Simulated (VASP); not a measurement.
# Ba: single point with PBE

The system is Ba.

```
Ba
1.0
     0.00000    3.86805    3.86805
     3.86805    0.00000    3.86805
     3.86805    3.86805    0.00000
Ba
2
Cartesian
  0.0000 0.0000 0.0000
  1.9340 1.9340 1.9340
```

This isn't the form of Ba at room conditions, which is bcc.

- Program: VASP 6.6.1
- Task: single point
- Functional: PBE
- Potentials or basis: VASP PAW PBE potentials, release 64 (Ba_sv)
- Cutoff: 520 eV
- k mesh: 8 × 8 × 8
- Occupations: fermi-dirac, width 0.136057 eV
- Spin: no spin polarisation
- Dipole correction: no
- Further INCAR settings: ALGO = Normal; EDIFF = 1e-06; NBANDS = 17

* Pressure: 0.4 GPa
* Band gap on the k mesh: zero (bands 10 and 11 overlap by 0.15 eV)

Levels at points of the mesh, in eV from the Fermi level:
```
           k point  band 6  band 7  band 8  band 9  band 10  band 11  band 12  band 13  band 14  band 15
(0.00, 0.00, 0.00)  -13.83  -13.83  -13.83   -2.13     0.17     0.17     1.24     1.24     1.24     2.81
(0.50, 0.00, 0.00)  -13.77  -13.65  -13.65   -0.28    -0.19     0.24     0.24     0.98     0.98     1.90
(0.50, 0.50, 0.00)  -14.40  -13.47  -13.47   -0.69    -0.69     1.02     1.02     1.56     1.56     2.24
```

It took 52 s on 1 thread of Intel(R) Xeon(R) Platinum 8375C CPU @ 2.90GHz (Ice Lake) (shared host), peak memory 0.26 GiB.

Caveat: spin-orbit coupling is left out, which moves the levels of the heavy elements.
